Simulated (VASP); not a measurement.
## GaN: single point with PBE0

GaN:

```
Ga N
1.0
     0.00000    2.24895    2.24895
     2.24895    0.00000    2.24895
     2.24895    2.24895    0.00000
Ga N
1 1
Cartesian
  0.0000 0.0000 0.0000
  1.1245 1.1245 1.1245
```

- Program: VASP 6.6.1
- Task: single point
- Functional: PBE0
- Potentials or basis: VASP PAW PBE potentials, release 64 (Ga_d, N)
- Cutoff: 520 eV
- k mesh: 6 × 6 × 6
- Occupations: gaussian, width 0.01 eV
- Spin: no spin polarisation
- Dipole correction: no
- Grid for exact exchange (PRECFOCK): Normal
- Further INCAR settings: ALGO = Normal; EDIFF = 1e-07; NBANDS = 16

| Property | Result |
| --- | --- |
| Pressure | -0.3 GPa |
| Band gap on the k mesh | 3.75 eV, direct |

Levels at points of the mesh, in eV from the valence-band top:
```tsv
k point	band 6	band 7	band 8	band 9	band 10	band 11	band 12	band 13
(0.00, 0.00, 0.00)	-15.28	0.00	0.00	0.00	3.75	12.73	12.73	12.73
(0.50, 0.00, 0.00)	-13.64	-7.63	-1.06	-1.06	6.88	11.23	12.71	12.71
(0.50, 0.50, 0.00)	-13.08	-6.64	-2.95	-2.95	5.20	8.94	14.40	16.88
```

Run time: 31 min on 1 thread of Intel Xeon 6975P-C, with other jobs on the host, peak memory 0.16 GiB.

Caveat: the PAW data sets were made with another functional, which shifts forces and pressure a little.
